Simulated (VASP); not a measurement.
Sn:

```xyz
2
Lattice="4.5726 0.0000 0.0000 2.2863 3.9600 0.0000 2.2863 1.3200 3.7335" Properties=species:S:1:pos:R:3 pbc="T T T"
Sn    0.0000    0.0000    0.0000
Sn    2.2863    1.3200    0.9334
```

This isn't the form of Sn at room conditions, which is tetragonal (white tin).

| Quantity | Value |
| --- | --- |
| Program | VASP 6.6.1 |
| Task | relaxation of volume and atoms at fixed shape |
| Functional | r2SCAN |
| Potentials or basis | VASP PAW PBE potentials, release 64 (Sn_d) |
| Cutoff | 600 eV |
| k mesh | 7 × 7 × 7 |
| Occupations | methfessel-paxton, width 0.02 eV |
| Spin | no spin polarisation |

At the start: pressure 2.2 GPa; volume 33.80 Å³/atom.

**Question.** Where does the relaxation end?

**Answer.** Over 3 steps the energy falls by 10.6 meV/atom and the volume is 35.38 Å³/atom (+4.7 %); space group Fd-3m (No. 227, to 0.1 Å) before and after.

The path:
| step | energy change (eV) | largest force (eV/Å) | pressure (GPa) | volume (Å³) |
| --- | --- | --- | --- | --- |
| 1 | 0.0000 | 0.0000 | 2.25 | 67.61 |
| 2 | -0.0166 | 0.0000 | -0.91 | 72.35 |
| 3 | -0.0212 | 0.0000 | 0.00 | 70.77 |

Final structure:
```cif
data_structure
_symmetry_space_group_name_H-M 'P 1'
_symmetry_Int_Tables_number 1
_cell_length_a 4.6428
_cell_length_b 4.6428
_cell_length_c 4.6428
_cell_angle_alpha 60.000
_cell_angle_beta 60.000
_cell_angle_gamma 60.000
_cell_volume 70.77
loop_
_atom_site_label
_atom_site_type_symbol
_atom_site_fract_x
_atom_site_fract_y
_atom_site_fract_z
_atom_site_occupancy
Sn1 Sn 0.00000 0.00000 0.00000 1
Sn2 Sn 0.25000 0.25000 0.25000 1
```

Caveat: the PAW data sets were made with another functional, which shifts forces and pressure a little.
